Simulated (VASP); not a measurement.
# Hg (R-3m) in VASP: notebook

Hg is run at these levels: PBEsol; tasks: single point, relaxation of cell and atoms.

All numbers are computed with VASP 6.6.1; they aren't measurements. Logs are shortened: lines on timing, memory, paths and dates and some standing lists are left out, and cuts for length are marked.

### 1 The cell of the first run

The structure is trigonal, space group R-3m (No. 166). Conventional cell: a = 3.545 Å, b = 3.545 Å, c = 6.586 Å, α = 90.00°, β = 90.00°, γ = 120.00°. Hg (site symmetry -3m) has 12 Hg at 3.00 to 3.54 Å within 4.0 Å.

### 2 Single point, PBEsol

INCAR reads:

```
  ALGO = Normal
  EDIFF = 1E-6
  ENCUT = 520
  GGA = PS
  ISIF = 2
  ISMEAR = -1
  LASPH = True
  LCHARG = False
  LREAL = False
  LWAVE = False
  NBANDS = 12
  NELM = 60
  PREC = Accurate
  SIGMA = 0.1
```

KPOINTS reads:

```
k-points
0
Gamma
  11 11 11
```

POSCAR reads:

```
Hg
1.0
    1.7724297377      1.0233127862      2.1954838398
   -1.7724297377      1.0233127862      2.1954838398
    0.0000000000     -2.0466255724      2.1954838398
Hg
1
Direct
    0.0000000000      1.0000000000      1.0000000000
```

Potentials or basis: VASP PAW PBE potentials, release 64 (Hg).

Launch:

```console
cat potpaw_PBE.64/Hg/POTCAR > POTCAR
mpirun -np 1 vasp_std > vasp.out
```

OUTCAR:

```text
EDIFF = 1E-6
   ENCUT = 520
   GGA = PS
   ISIF = 2
   ISMEAR = -1
   LASPH = True
   LREAL = False
   NELM = 60
   PREC = Accurate

 ion  position               nearest neighbor table
   1  0.000  0.000  0.000-

  LATTYP: Found a trigonal (rhomboedric) cell.
 ALAT       =     3.0014705603
 COS(alpha) =     0.3025712027

  Lattice vectors:

 A1 = (   1.7724297377,   1.0233127862,   2.1954838398)
 A2 = (  -1.7724297377,   1.0233127862,   2.1954838398)
 A3 = (   0.0000000000,  -2.0466255724,   2.1954838398)

Analysis of symmetry for initial positions (statically):
=====================================================================
 Subroutine PRICEL returns:
 Original cell was already a primitive cell.

 Routine SETGRP: Setting up the symmetry group for a
 trigonal (rhombohedral) supercell.

 Subroutine GETGRP returns: Found 12 space group operations
 (whereof 12 operations were pure point group operations)
 out of a pool of 12 trial point group operations.

The static configuration has the point symmetry D_3d.

Analysis of symmetry for dynamics (positions and initial velocities):
=====================================================================
 Subroutine PRICEL returns:
 Original cell was already a primitive cell.

 Routine SETGRP: Setting up the symmetry group for a
 trigonal (rhombohedral) supercell.

 Subroutine GETGRP returns: Found 12 space group operations
 (whereof 12 operations were pure point group operations)
 out of a pool of 12 trial point group operations.

The dynamic configuration has the point symmetry D_3d.

 Subroutine INISYM returns: Found 12 space group operations
 (whereof 12 operations are pure point group operations),
 and found     1 'primitive' translations

----------------------------------------------------------------------------------------

                                     Primitive cell

  volume of cell :      23.8924

  direct lattice vectors                    reciprocal lattice vectors
     1.772429738  1.023312786  2.195483840     0.282098630  0.162869720  0.151826822
    -1.772429738  1.023312786  2.195483840    -0.282098630  0.162869720  0.151826822
     0.000000000 -2.046625572  2.195483840     0.000000000 -0.325739439  0.151826822

  length of vectors
     3.001470560  3.001470560  3.001470560     0.359384983  0.359384983  0.359384983

  position of ions in fractional coordinates (direct lattice)
     0.000000000  0.000000000  0.000000000

  ion indices of the primitive-cell ions
   primitive index   ion index
                 1           1

----------------------------------------------------------------------------------------

 KPOINTS: k-points

Automatic generation of k-mesh.
 Grid dimensions read from file:
 generate k-points for:   11   11   11

 Generating k-lattice:

  Cartesian coordinates                     Fractional coordinates (reciprocal lattice)
     0.025645330  0.014806338  0.013802438     0.090909091  0.000000000 -0.000000000
    -0.025645330  0.014806338  0.013802438     0.000000000  0.090909091 -0.000000000
     0.000000000 -0.029612676  0.013802438    -0.000000000 -0.000000000  0.090909091

  Length of vectors
     0.032671362  0.032671362  0.032671362

  Shift w.r.t. Gamma in fractional coordinates (k-lattice)
     0.000000000  0.000000000  0.000000000

 Subroutine IBZKPT returns following result:
 ===========================================

 Found    146 irreducible k-points:

 Following reciprocal coordinates:
            Coordinates               Weight
  0.000000  0.000000  0.000000      1.000000
  0.090909  0.000000 -0.000000      6.000000
  0.181818  0.000000  0.000000      6.000000
  0.272727  0.000000  0.000000      6.000000
  0.363636  0.000000 -0.000000      6.000000
  0.454545  0.000000 -0.000000      6.000000
[... 16 lines left out ...]
 -0.272727  0.181818 -0.000000     12.000000
 -0.181818  0.181818  0.000000      6.000000
 [... further k-points ...]
   k-points           NKPTS =    146   k-points in BZ     NKDIM =    146   number of bands    NBANDS=     12
   number of dos      NEDOS =    301   number of ions     NIONS =      1
   total plane-waves  NPLWV =  13824
   dimension x,y,z NGX =    24 NGY =   24 NGZ =   24
   dimension x,y,z NGXF=    48 NGYF=   48 NGZF=   48
   ions per type =               1
   NGX,Y,Z   is equivalent  to a cutoff of  13.29, 13.29, 13.29 a.u.
   NGXF,Y,Z  is equivalent  to a cutoff of  26.59, 26.59, 26.59 a.u.
 SYSTEM =  unknown system
   PREC   = accura    normal or accurate (medium, high low for compatibility)
   ISTART =      0    job   : 0-new  1-cont  2-samecut
   ICHARG =      2    charge: 1-file 2-atom 10-const
   ISPIN  =      1    spin polarized calculation?
   LNONCOLLINEAR =      F non collinear calculations
   LSORBIT =      F    spin-orbit coupling
   LASPH  =      T    aspherical Exc in radial PAW
   ENCUT  =  520.0 eV  38.22 Ry    6.18 a.u.   5.58  5.58  5.58*2*pi/ulx,y,z
   NELM   =     60;   NELMIN=  2; NELMDL= -5     # of ELM steps
   EDIFF  = 0.1E-05   stopping-criterion for ELM
   LREAL  =      F    real-space projection
[... 7 lines left out ...]
   TEBEG  =    0.0;   TEEND  =   0.0 temperature during run
   PSTRESS=    0.0 pullay stress
   NELECT =      12.0000    total number of electrons
   NUPDOWN=      -1.0000    fix difference up-down
   EMIN   =  10.00;   EMAX   =-10.00  energy-range for DOS
   EFERMI =   0.00;   METHOD = LEGACY
   ISMEAR =    -1;   SIGMA  =   0.10  broadening in eV -4-tet -1-fermi 0-gaus
   EFERMI_NEDOS =   21; number of points for ismear=-14 and -15
   IALGO  =     38    algorithm
   IMIX   =      4    mixing-type and parameters
     AMIX     =   0.40;   BMIX     =  1.00
     AMIX_MAG =   1.60;   BMIX_MAG =  1.00
  volume/ion in A,a.u.               =      23.89       161.23
  Fermi-wavevector in a.u.,A,eV,Ry     =   1.301315  2.459128 23.040370  1.693419
  Thomas-Fermi vector in A             =   2.432456
   LORBIT       =      0    0 simple, 1 ext, 2 COOP (PROOUT), +10 PAW based schemes
   GGA     = PS    functional components
   LHFCALC =     F    Hartree Fock is set to
   AEXX    =    0.0000 exact exchange contribution
   IVDW    =     0    specifies the selected vdW correction
   LEPSILON=     F    determine dielectric tensor
   LRPA    =     F    only Hartree local field effects (RPA)
 non-spin polarized calculation
  energy-cutoff  :      520.00
  volume of cell :       23.89
 maximum number of plane-waves:       671
   NGX = 11   NGY = 11   NGZ = 11

 number of electron      12.0000000 magnetization

 Free energy of the ion-electron system (eV)
  ---------------------------------------------------
  ext. energy  EPLUGINS =         0.00000000
  ---------------------------------------------------
  free energy    TOTEN  =        -0.56973043 eV

  energy without entropy =       -0.56134798  energy(sigma->0) =       -0.56553920

 E-fermi :   2.4714     XC(G=0): -10.9514

 val. band max:        2.4302203741   @ k =  -0.4545   0.1818   0.1818
 cond. band min:       2.5388191762   @ k =  -0.3636   0.3636   0.3636
 fundamental gap:      0.1085988021
 Fermi energy:         2.4713667816

 k-point     1 :       0.0000    0.0000    0.0000
  band No.  band energies     occupation
      1      -6.6362      2.00000
      2      -5.2408      2.00000
      3      -5.2408      2.00000
      4      -3.7602      2.00000
      5      -3.6551      2.00000
      6      -3.6551      2.00000
      7      14.3631      0.00000
      8      14.6487      0.00000
      9      14.6487      0.00000
     10      18.9468      0.00000
     11      20.3184      0.00000
     12      20.3184      0.00000

 k-point     2 :       0.0909    0.0000   -0.0000
  band No.  band energies     occupation
      1      -6.4586      2.00000
      2      -5.2290      2.00000
      3      -5.1741      2.00000
      4      -3.7628      2.00000
      5      -3.6844      2.00000
      6      -3.6637      2.00000
      7      12.8246      0.00000
      8      14.5368      0.00000
      9      14.7731      0.00000
     10      19.5452      0.00000
     11      20.2505      0.00000
     12      21.5131      0.00000

 k-point     3 :       0.1818    0.0000    0.0000
  band No.  band energies     occupation
      1      -6.0401      2.00000
      2      -5.2057      2.00000
      3      -4.8852      2.00000
      4      -3.7539      2.00000
      5      -3.7506      2.00000
      6      -3.6794      2.00000
      7       9.8747      0.00000
      8      14.7908      0.00000
      9      15.0468      0.00000
     10      19.9355      0.00000
     11      20.1191      0.00000
     12      22.0492      0.00000
[... 286 lines left out ...]
 k-point    23 :      -0.2727    0.1818   -0.0000
  band No.  band energies     occupation
      1      -5.3811      2.00000
      2      -4.9213      2.00000
      3      -4.2811      2.00000
      4      -3.8154      2.00000
      5      -3.7574      2.00000
      6      -2.6636      2.00000
      7       6.2943      0.00000
      8       9.4538      0.00000
      9      16.7580      0.00000
     10      18.8766      0.00000
     11      19.4556      0.00000
     12      21.7328      0.00000

 k-point    24 :      -0.1818    0.1818    0.0000
  band No.  band energies     occupation
      1      -5.4572      2.00000
      2      -4.9625      2.00000
      3      -4.7413      2.00000
      4      -3.7974      2.00000
      5      -3.7897      2.00000
      6      -3.3072      2.00000
      7       8.6614      0.00000
      8       9.7822      0.00000
      9      16.6857      0.00000
     10      18.7204      0.00000
     11      20.2734      0.00000
     12      21.7298      0.00000

 [... further k-points ...]

------------------------ aborting loop because EDIFF is reached ----------------------------------------

  FORCE on cell =-STRESS in cart. coord.  units (eV):
  Direction    XX          YY          ZZ          XY          YZ          ZX
  --------------------------------------------------------------------------------------
  -------------------------------------------------------------------------------------
  Total        0.0513127      0.0513127      0.0839888      0.0000000      0.0000000      0.0000000
  in kB        3.4409377      3.4409377      5.6321330      0.0000000      0.0000000      0.0000000
  external PRESSURE =       4.1713361 kB  Pullay stress =       0.0000000 kB

 VOLUME and BASIS-vectors are now :
 -----------------------------------------------------------------------------
  energy-cutoff  :      520.00
  volume of cell :       23.89
      direct lattice vectors                 reciprocal lattice vectors
     1.772429738  1.023312786  2.195483840     0.282098630  0.162869720  0.151826822
    -1.772429738  1.023312786  2.195483840    -0.282098630  0.162869720  0.151826822
     0.000000000 -2.046625572  2.195483840     0.000000000 -0.325739439  0.151826822

 POSITION                                       TOTAL-FORCE (eV/Angst)
 -----------------------------------------------------------------------------------
      0.00000      0.00000      0.00000         0.000000      0.000000      0.000000
 -----------------------------------------------------------------------------------
    total drift:                                0.000000     -0.000000     -0.000000

  FREE ENERGIE OF THE ION-ELECTRON SYSTEM (eV)
  ---------------------------------------------------
  free  energy   TOTEN  =        -0.5697304279 eV

  energy  without entropy=       -0.5613479778  energy(sigma->0) =       -0.56553920
```

Wall time 8.9 s (1 thread of Intel Xeon 6975P-C (Granite Rapids), shared host); peak memory 0.16 GiB.

Results:

| Item | Value |
| --- | --- |
| Free energy | -0.5697 eV |
| Pressure | 0.4 GPa |
| Band gap on the k mesh | zero (bands 6 and 7 overlap by 2.47 eV) |

Caveat: the PAW data sets were made with another functional, which shifts forces and pressure a little; spin-orbit coupling is left out, which moves the levels of the heavy elements.

### 3 Relaxation of cell and atoms, PBEsol

This run uses another cell than the first one, of 23.07 Å³/atom.

INCAR reads:

```
PREC = Accurate
ENCUT = 600
EDIFF = 1E-7
ISMEAR = -1
SIGMA = 0.1
LREAL = F
LASPH = T
NELM = 80
ALGO = Normal
ISIF = 3
LWAVE = F
LCHARG = F
GGA = PS
IBRION = 2
NSW = 80
EDIFFG = -0.01
```

KPOINTS reads:

```
regular mesh
0
Gamma
  11 11 11
```

POSCAR reads:

```
Hg
1.0
    1.7290008993      0.9982391346      2.2280000000
   -1.7290008993      0.9982391346      2.2280000000
    0.0000000000     -1.9964782693      2.2280000000
Hg
1
Direct
    1.0000000000      0.0000000000      0.0000000000
```

Potentials or basis: VASP PAW PBE potentials, release 64 (Hg).

Launch:

```console
cat potpaw_PBE.64/Hg/POTCAR > POTCAR
mpirun -np 1 vasp_std > vasp.out
```

OUTCAR:

```text
PREC = Accurate
   ENCUT = 600
   EDIFF = 1E-7
   ISMEAR = -1
   LREAL = F
   LASPH = T
   NELM = 80
   ISIF = 3
   GGA = PS
   IBRION = 2
   NSW = 80
   EDIFFG = -0.01

 ion  position               nearest neighbor table
   1  0.000  0.000  0.000-

  LATTYP: Found a trigonal (rhomboedric) cell.
 ALAT       =     2.9916399315
 COS(alpha) =     0.3319610401

  Lattice vectors:

 A1 = (   1.7290008993,   0.9982391346,   2.2280000000)
 A2 = (  -1.7290008993,   0.9982391346,   2.2280000000)
 A3 = (   0.0000000000,  -1.9964782693,   2.2280000000)

Analysis of symmetry for initial positions (statically):
=====================================================================
 Subroutine PRICEL returns:
 Original cell was already a primitive cell.

 Routine SETGRP: Setting up the symmetry group for a
 trigonal (rhombohedral) supercell.

 Subroutine GETGRP returns: Found 12 space group operations
 (whereof 12 operations were pure point group operations)
 out of a pool of 12 trial point group operations.

The static configuration has the point symmetry D_3d.

Analysis of symmetry for dynamics (positions and initial velocities):
=====================================================================
 Subroutine PRICEL returns:
 Original cell was already a primitive cell.

 Routine SETGRP: Setting up the symmetry group for a
 trigonal (rhombohedral) supercell.

 Subroutine GETGRP returns: Found 12 space group operations
 (whereof 12 operations were pure point group operations)
 out of a pool of 12 trial point group operations.

The dynamic configuration has the point symmetry D_3d.

 Subroutine INISYM returns: Found 12 space group operations
 (whereof 12 operations are pure point group operations),
 and found     1 'primitive' translations

----------------------------------------------------------------------------------------

                                     Primitive cell

  volume of cell :      23.0726

  direct lattice vectors                    reciprocal lattice vectors
[... 126 lines left out ...]

 Free energy of the ion-electron system (eV)
  ---------------------------------------------------
  ext. energy  EPLUGINS =         0.00000000
  ---------------------------------------------------
  free energy    TOTEN  =        -0.56426653 eV

  energy without entropy =       -0.55528593  energy(sigma->0) =       -0.55977623

------------------------ aborting loop because EDIFF is reached ----------------------------------------

  FORCE on cell =-STRESS in cart. coord.  units (eV):
  Direction    XX          YY          ZZ          XY          YZ          ZX
  --------------------------------------------------------------------------------------
  -------------------------------------------------------------------------------------
  Total        0.2376710      0.2376710      0.2271469     -0.0000000     -0.0000000      0.0000000
  in kB       16.5040484     16.5040484     15.7732463     -0.0000000     -0.0000000      0.0000000
  external PRESSURE =      16.2604477 kB  Pullay stress =       0.0000000 kB
[... 197 lines left out ...]
--------------------------------------- Ionic step        7  -------------------------------------------

 number of electron      11.9999998 magnetization

 Free energy of the ion-electron system (eV)
  ---------------------------------------------------
  ext. energy  EPLUGINS =         0.00000000
  ---------------------------------------------------
  free energy    TOTEN  =        -0.56974164 eV

  energy without entropy =       -0.56144695  energy(sigma->0) =       -0.56559429

 E-fermi :   2.3814     XC(G=0): -10.8898

 val. band max:        2.3547736880   @ k =  -0.4545   0.1818   0.1818
 cond. band min:       2.4310476374   @ k =  -0.3636   0.3636   0.3636
 fundamental gap:      0.0762739494
 Fermi energy:         2.3814252059

 k-point     1 :       0.0000    0.0000    0.0000
  band No.  band energies     occupation
      1      -6.6344      2.00000
      2      -5.2815      2.00000
      3      -5.2815      2.00000
      4      -3.8283      2.00000
      5      -3.7275      2.00000
      6      -3.7275      2.00000
      7      14.2306      0.00000
      8      14.4743      0.00000
      9      14.4743      0.00000
     10      18.7305      0.00000
[... 287 lines left out ...]
 k-point    24 :      -0.1818    0.1818    0.0000
  band No.  band energies     occupation
      1      -5.4825      2.00000
      2      -5.0061      2.00000
      3      -4.7790      2.00000
      4      -3.8663      2.00000
      5      -3.8586      2.00000
      6      -3.3788      2.00000
      7       8.5264      0.00000
      8       9.6414      0.00000
      9      16.4949      0.00000
     10      18.5643      0.00000

 [... further k-points ...]

------------------------ aborting loop because EDIFF is reached ----------------------------------------

  FORCE on cell =-STRESS in cart. coord.  units (eV):
  Direction    XX          YY          ZZ          XY          YZ          ZX
  --------------------------------------------------------------------------------------
  -------------------------------------------------------------------------------------
  Total       -0.0048100     -0.0048100      0.0047605      0.0000000     -0.0000000      0.0000000
  in kB       -0.3189308     -0.3189308      0.3156505      0.0000000     -0.0000000      0.0000000
  external PRESSURE =      -0.1074037 kB  Pullay stress =       0.0000000 kB
[... 16 lines left out ...]
  FREE ENERGIE OF THE ION-ELECTRON SYSTEM (eV)
  ---------------------------------------------------
  free  energy   TOTEN  =        -0.5697416374 eV

  energy  without entropy=       -0.5614469488  energy(sigma->0) =       -0.56559429

 reached required accuracy - stopping structural energy minimisation
```

OSZICAR:

```text
N       E                     dE             d eps       ncg     rms          rms(c)
DAV:   1     0.752831947162E+02    0.75283E+02   -0.72997E+03  3032   0.129E+03
DAV:   2     0.499703284439E+00   -0.74783E+02   -0.70569E+02  3010   0.263E+02
DAV:   3    -0.626958778314E+00   -0.11267E+01   -0.11258E+01  3290   0.384E+01
DAV:   4    -0.628015734012E+00   -0.10570E-02   -0.10569E-02  3094   0.115E+00
[... 53 lines left out ...]
DAV:   2    -0.573368133944E+00    0.97690E-02   -0.12820E-02  3038   0.162E+00    0.309E-01
DAV:   3    -0.570012515261E+00    0.33556E-02   -0.38468E-03  3038   0.731E-01    0.135E-01
DAV:   4    -0.569736691718E+00    0.27582E-03   -0.83150E-04  3046   0.321E-01    0.451E-02
DAV:   5    -0.569741629738E+00   -0.49380E-05   -0.29277E-05  3088   0.724E-02    0.707E-03
DAV:   6    -0.569741637383E+00   -0.76452E-08   -0.63200E-07  3046   0.109E-02
   7 F= -.56974164E+00 E0= -.56559429E+00  d E =-.145677E-02
```

CONTCAR:

```text
Hg
   1.00000000000000
     1.7795318241474769    1.0274131776619069    2.2027006953137174
    -1.7795318241474769    1.0274131776619069    2.2027006953137174
     0.0000000000000001   -2.0548263554256043    2.2027006953131893
  Hg
     1
Direct
     0.0000000000000000    0.0000000000000000    0.0000000000000000

  0.00000000E+00  0.00000000E+00  0.00000000E+00
```

Run time: 39 s. Hardware: 1 thread of Intel Xeon 6975P-C (Granite Rapids), shared host; peak memory 0.18 GiB.

Results:

```yaml
Free_energy: -0.5697 eV
Relaxed_volume: 24.16 Å³/atom
Relaxed_cell: a = 3.012 Å, b = 3.012 Å, c = 3.012 Å, α = 72.42°, β = 72.42°, γ = 72.42°
Space_group_after_relaxing_to_0.1_Å: R-3m (No. 166)
Energy_gained_by_relaxing: 5.5 meV/atom
Ionic_steps: 7
Pressure_after_relaxing: 0.0 GPa
Band_gap_on_the_k_mesh: zero (bands 6 and 7 overlap by 2.41 eV)
```

Step by step:
```tsv
step	energy change (eV)	largest force (eV/Å)	pressure (GPa)	volume (Å³)
1	0.0000	0.0000	1.63	23.07
2	-0.0040	0.0000	0.05	23.86
3	-0.0040	0.0000	0.00	23.90
4	-0.0044	0.0000	0.00	23.94
5	-0.0052	0.0000	0.00	24.05
6	-0.0051	0.0000	0.00	24.26
7	-0.0055	0.0000	-0.01	24.16
```

Final structure:
```
CELL_PARAMETERS angstrom
1.77953 1.02741 2.20270
-1.77953 1.02741 2.20270
0.00000 -2.05483 2.20270
ATOMIC_POSITIONS crystal
Hg 0.00000 0.00000 0.00000
```

Caveat: the PAW data sets were made with another functional, which shifts forces and pressure a little; spin-orbit coupling is left out, which moves the levels of the heavy elements. Zero-point motion and thermal expansion aren't in these numbers.

(Part 1 of 2 ends here.)

The gap in the log of VASP goes by the Fermi energy; the results here count the filled bands.